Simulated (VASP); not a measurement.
# GaP (F-43m) in VASP: further runs

Runs on GaP. Level: PBE. Tasks: single point.

All numbers are computed with VASP 6.6.1; they aren't measurements. Logs are shortened: lines on timing, memory, paths and dates and some standing lists are left out, and cuts for length are marked.

## Step 1: The cell of the first run

It takes space group F-43m (No. 216, cubic). The conventional cell has a = 5.507 Å, b = 5.507 Å, c = 5.507 Å, α = 90.00°, β = 90.00°, γ = 90.00°. Ga (site symmetry -43m) has 4 P at 2.38 Å within 3.1 Å. Within 3.1 Å of P (site symmetry -43m) lie 4 Ga at 2.38 Å.

## Step 2: Single point, PBE

Input file INCAR:

```
SYSTEM = GaP
  ALGO = Normal
  EDIFF = 1E-6
  ENCUT = 500
  GGA = PE
  GGA_COMPAT = .False.
  ISIF = 2
  ISMEAR = 0
  LASPH = .True.
  LCHARG = .False.
  LREAL = .False.
  LWAVE = .False.
  NBANDS = 26
  NELM = 120
  PREC = Accurate
  SIGMA = 0.1
```

Input file KPOINTS:

```
k-points
0
Gamma
  6 4 6
  0 0 0
```

Input file POSCAR:

```
GaP
1.0
    3.8937583037      0.0000000000      0.0000000000
    0.0000000000      5.5066057869      0.0000000000
    0.0000000000      0.0000000000      3.8937583037
Ga P
2 2
Direct
    0.0000000000      0.0000000000      0.0000000000
    0.5000000000      0.5000000000      0.4999921000
    0.5000000000      0.2500000000      0.0000000000
    0.0000000000      0.7500000000      0.4999921000
```

Potentials or basis: VASP PAW PBE potentials, release 64 (Ga_d, P).

Command:

```bash
$ cat potpaw_PBE.64/Ga_d/POTCAR potpaw_PBE.64/P/POTCAR > POTCAR
$ mpirun -np 1 vasp_std > vasp.out
```

OUTCAR:

```text
SYSTEM = GaP
   EDIFF = 1E-6
   ENCUT = 500
   GGA = PE
   ISIF = 2
   ISMEAR = 0
   LASPH = .True.
   LREAL = .False.
   NELM = 120
   PREC = Accurate

 ion  position               nearest neighbor table
   1  0.000  0.000  0.000-   4 2.38   3 2.38   3 2.38   4 2.38
   2  0.500  0.500  0.500-   3 2.38   4 2.38   4 2.38   3 2.38
   3  0.500  0.250  0.000-   2 2.38   1 2.38   1 2.38   2 2.38
   4  0.000  0.750  0.500-   1 2.38   2 2.38   2 2.38   1 2.38

  LATTYP: Found a simple tetragonal cell.
 ALAT       =     3.8937583037
 C/A-ratio  =     1.4142135586

  Lattice vectors:

 A1 = (  -3.8937583037,   0.0000000000,   0.0000000000)
 A2 = (   0.0000000000,   0.0000000000,   3.8937583037)
 A3 = (   0.0000000000,   5.5066057869,   0.0000000000)

Analysis of symmetry for initial positions (statically):
=====================================================================
 Subroutine PRICEL returns:
 Original cell was already a primitive cell.

 Routine SETGRP: Setting up the symmetry group for a
 simple tetragonal supercell.

 Subroutine GETGRP returns: Found  8 space group operations
 (whereof  6 operations were pure point group operations)
 out of a pool of 16 trial point group operations.

The static configuration has the point symmetry C_3h.
 The point group associated with its full space group is D_2d.

Analysis of symmetry for dynamics (positions and initial velocities):
=====================================================================
 Subroutine PRICEL returns:
 Original cell was already a primitive cell.

 Routine SETGRP: Setting up the symmetry group for a
 simple tetragonal supercell.

 Subroutine GETGRP returns: Found  8 space group operations
 (whereof  6 operations were pure point group operations)
 out of a pool of 16 trial point group operations.

The dynamic configuration has the point symmetry C_3h.
 The point group associated with its full space group is D_2d.

 Subroutine INISYM returns: Found  8 space group operations
 (whereof  6 operations are pure point group operations),
 and found     1 'primitive' translations

[... 90 lines left out ...]
   ISTART =      0    job   : 0-new  1-cont  2-samecut
   ICHARG =      2    charge: 1-file 2-atom 10-const
   ISPIN  =      1    spin polarized calculation?
   LNONCOLLINEAR =      F non collinear calculations
   LSORBIT =      F    spin-orbit coupling
   LASPH  =      T    aspherical Exc in radial PAW
   ENCUT  =  500.0 eV  36.75 Ry    6.06 a.u.   7.10 10.04  7.10*2*pi/ulx,y,z
   NELM   =    120;   NELMIN=  2; NELMDL= -5     # of ELM steps
   EDIFF  = 0.1E-05   stopping-criterion for ELM
   LREAL  =      F    real-space projection
   EDIFFG = 0.1E-04   stopping-criterion for IOM
   NSW    =      0    number of steps for IOM
   IBRION =     -1    ionic relax: 0-MD 1-quasi-New 2-CG
   NFREE  =      0    steps in history (QN), initial steepest desc. (CG)
   ISIF   =      2    stress and relaxation
   ISYM   =      2    0-nonsym 1-usesym 2-fastsym
   POTIM  = 0.5000    time-step for ionic-motion
   TEBEG  =    0.0;   TEEND  =   0.0 temperature during run
   PSTRESS=    0.0 pullay stress
   NELECT =      36.0000    total number of electrons
   NUPDOWN=      -1.0000    fix difference up-down
   EMIN   =  10.00;   EMAX   =-10.00  energy-range for DOS
   EFERMI =   0.00;   METHOD = LEGACY
   ISMEAR =     0;   SIGMA  =   0.10  broadening in eV -4-tet -1-fermi 0-gaus
   EFERMI_NEDOS =   21; number of points for ismear=-14 and -15
   IALGO  =     38    algorithm
   IMIX   =      4    mixing-type and parameters
     AMIX     =   0.40;   BMIX     =  1.00
     AMIX_MAG =   1.60;   BMIX_MAG =  1.00
  volume/ion in A,a.u.               =      20.87       140.85
  Fermi-wavevector in a.u.,A,eV,Ry     =   1.236806  2.337225 20.812692  1.529690
  Thomas-Fermi vector in A             =   2.371400
   LORBIT       =      0    0 simple, 1 ext, 2 COOP (PROOUT), +10 PAW based schemes
   GGA     = PE    functional components
   LHFCALC =     F    Hartree Fock is set to
   AEXX    =    0.0000 exact exchange contribution
   IVDW    =     0    specifies the selected vdW correction
   LEPSILON=     F    determine dielectric tensor
   LRPA    =     F    only Hartree local field effects (RPA)
 non-spin polarized calculation
 Gauss-broadening in eV      SIGMA  =   0.10
  energy-cutoff  :      500.00
  volume of cell :       83.49
 maximum number of plane-waves:      2142
   NGX = 15   NGY = 21   NGZ = 15

 number of electron      35.9999975 magnetization

 Free energy of the ion-electron system (eV)
  ---------------------------------------------------
  ext. energy  EPLUGINS =         0.00000000
  ---------------------------------------------------
  free energy    TOTEN  =       -18.24452491 eV

  energy without entropy =      -18.24452491  energy(sigma->0) =      -18.24452491

 E-fermi :   4.8003     XC(G=0):  -9.6930

 val. band max:        4.3453600581   @ k =   0.0000   0.0000   0.0000
 cond. band min:       5.9180198901   @ k =   0.0000   0.0000   0.0000
 fundamental gap:      1.5726598320
 Fermi energy:         4.8003197285

 k-point     1 :       0.0000    0.0000    0.0000
  band No.  band energies     occupation
      1     -10.2644      2.00000
      2     -10.1591      2.00000
      3     -10.1591      2.00000
      4     -10.1585      2.00000
      5     -10.1004      2.00000
      6     -10.1004      2.00000
[... 685 lines left out ...]
     25      12.2108      0.00000
     26      12.3554      0.00000

 [... further k-points ...]

------------------------ aborting loop because EDIFF is reached ----------------------------------------

  FORCE on cell =-STRESS in cart. coord.  units (eV):
  Direction    XX          YY          ZZ          XY          YZ          ZX
  --------------------------------------------------------------------------------------
  -------------------------------------------------------------------------------------
  Total       -0.0062143     -0.0811026     -0.0062143      0.0000000      0.0000000      0.0000000
  in kB       -0.1192552     -1.5564081     -0.1192552      0.0000000      0.0000000      0.0000000
  external PRESSURE =      -0.5983062 kB  Pullay stress =       0.0000000 kB

 VOLUME and BASIS-vectors are now :
 -----------------------------------------------------------------------------
  energy-cutoff  :      500.00
  volume of cell :       83.49
      direct lattice vectors                 reciprocal lattice vectors
     3.893758304  0.000000000  0.000000000     0.256821282  0.000000000  0.000000000
     0.000000000  5.506605787  0.000000000     0.000000000  0.181600071  0.000000000
     0.000000000  0.000000000  3.893758304     0.000000000  0.000000000  0.256821282

 POSITION                                       TOTAL-FORCE (eV/Angst)
 -----------------------------------------------------------------------------------
      0.00000      0.00000      0.00000         0.000000     -0.000137     -0.003536
      1.94688      2.75330      1.94685         0.000000      0.000137      0.003536
      1.94688      1.37665      0.00000         0.000000      0.000590     -0.004046
      0.00000      4.12995      1.94685         0.000000     -0.000590      0.004046
 -----------------------------------------------------------------------------------
    total drift:                                0.000000      0.000003      0.014305

  FREE ENERGIE OF THE ION-ELECTRON SYSTEM (eV)
  ---------------------------------------------------
  free  energy   TOTEN  =       -18.2445249146 eV

  energy  without entropy=      -18.2445249146  energy(sigma->0) =      -18.24452491
```

OSZICAR:

```text
N       E                     dE             d eps       ncg     rms          rms(c)
DAV:   1     0.233911734584E+03    0.23391E+03   -0.17031E+04  1604   0.199E+03
DAV:   2     0.922767363744E+01   -0.22468E+03   -0.21671E+03  1642   0.421E+02
DAV:   3    -0.178748688196E+02   -0.27103E+02   -0.26763E+02  1962   0.120E+02
DAV:   4    -0.187413473670E+02   -0.86648E+00   -0.86366E+00  1870   0.218E+01
DAV:   5    -0.187662419875E+02   -0.24895E-01   -0.24876E-01  2066   0.343E+00    0.584E+00
DAV:   6    -0.182864850238E+02    0.47976E+00   -0.83964E-01  2224   0.124E+01    0.353E+00
DAV:   7    -0.182431691920E+02    0.43316E-01   -0.36096E-01  1834   0.297E+00    0.156E+00
DAV:   8    -0.182451353121E+02   -0.19661E-02   -0.64017E-02  1918   0.318E+00    0.164E-01
DAV:   9    -0.182441061373E+02    0.10292E-02   -0.10118E-02  2010   0.173E+00    0.585E-02
DAV:  10    -0.182443967451E+02   -0.29061E-03   -0.12513E-03  1762   0.272E-01    0.306E-02
DAV:  11    -0.182445241938E+02   -0.12745E-03   -0.22163E-04  1820   0.820E-02    0.239E-02
DAV:  12    -0.182445254914E+02   -0.12975E-05   -0.92219E-06  2188   0.376E-02    0.147E-02
DAV:  13    -0.182445249146E+02    0.57679E-06   -0.30807E-06  1534   0.190E-02
   1 F= -.18244525E+02 E0= -.18244525E+02  d E =-.117086E-11
```

Wall time 74 s (1 thread of Intel Xeon 8259CL, shared host); peak memory 0.2 GiB.

Results:

```
Free energy            : -18.2445 eV
Pressure               : -0.1 GPa
Band gap on the k mesh : 1.57 eV
```

A k mesh can miss the band edges.

(Continued in part 2 of 2.)
